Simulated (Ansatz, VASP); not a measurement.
# Cd3I2: VASP beside Ansatz

```
CELL_PARAMETERS angstrom
4.84353 0.00000 0.00000
-2.42177 4.19462 0.00000
0.00000 0.00000 7.53575
ATOMIC_POSITIONS crystal
Cd 0.00000 0.00000 0.00000
Cd 0.33333 0.66667 0.64500
Cd 0.66667 0.33333 0.35500
I 0.33333 0.66667 0.24500
I 0.66667 0.33333 0.75500
```

Alike in both runs: task single point; functional PBE; k mesh 6 × 6 × 4; occupations gaussian, width 0.1 eV; no spin polarisation.

|  | VASP | Ansatz |
| --- | --- | --- |
| version | VASP 6.6.1 | Ansatz 0.2.0 |
| potentials or method | VASP PAW PBE potentials, release 64 (Cd, I), cutoff 520 eV | scalar-relativistic, plane waves, PAW |
| valence electrons in the cell | 50 | 94 |

|  | VASP | Ansatz | Ansatz less VASP |
| --- | --- | --- | --- |
| gap on the k mesh at the Fermi level (eV) | none | none | - |
| pressure (GPa) | 7.9 | 7.8 | -0.14 |
| traceless stress, the component that is largest in VASP (GPa) | -1.74 | -1.74 | +0.003 |
| rms of the force components (eV/Å) | 0.322 | 0.316 | -0.0066 |

Atom by atom the forces differ by 0.007 eV/Å (rms over components). A gap of «none» marks a metal or a gap that the smearing closes. The functional is the same, so the differences come from potentials, cutoffs and numerics. VASP's potentials hold 50 valence electrons a cell and Ansatz's 94, so a difference there can come from the potentials and not from the codes.

Neither program's run includes spin-orbit coupling.
